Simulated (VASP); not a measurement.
The system is Sb.

```xyz
2
Lattice="2.1541 1.2437 3.7580 -2.1541 1.2437 3.7580 0.0000 -2.4873 3.7580" Properties=species:S:1:pos:R:3 pbc="T T T"
Sb    0.0000    0.0000    2.6269
Sb    0.0000    0.0000    8.6472
```

- Program: VASP 6.6.1
- Task: relaxation of cell and atoms
- Functional: revPBE
- Potentials or basis: VASP PAW PBE potentials, release 64 (Sb)
- Cutoff: 600 eV
- k mesh: 9 × 9 × 9
- Occupations: fermi-dirac, width 0.1 eV
- Spin: no spin polarisation

At the start: pressure 3.9 GPa; volume 30.20 Å³/atom.

**Question.** How do energy, volume and symmetry change on relaxing?

**Answer.** Over 11 steps the energy falls by 25.5 meV/atom and the volume is 32.73 Å³/atom (+8.4 %); space group R-3m (No. 166, to 0.05 Å).

The path:
```csv
step,energy change (eV),largest force (eV/Å),pressure (GPa),volume (Å³)
1,0.0000,0.3153,3.89,60.41
2,-0.0286,0.3281,-1.89,67.04
3,-0.0475,0.1013,0.08,64.32
4,-0.0485,0.0791,0.06,64.50
5,-0.0503,0.0088,0.02,65.04
6,-0.0505,0.0247,0.01,65.29
7,-0.0509,0.0057,-0.03,65.43
8,-0.0510,0.0076,-0.05,65.52
9,-0.0510,0.0067,-0.05,65.52
10,-0.0509,0.0110,0.10,65.35
11,-0.0510,0.0002,0.01,65.45
```

Final structure:
```
CELL_PARAMETERS angstrom
2.19716 1.26853 3.91400
-2.19716 1.26853 3.91400
0.00000 -2.53706 3.91400
ATOMIC_POSITIONS crystal
Sb 0.23171 0.23171 0.23171
Sb 0.76829 0.76829 0.76829
```

Caveat: the PAW data sets were made with another functional, which shifts forces and pressure a little.
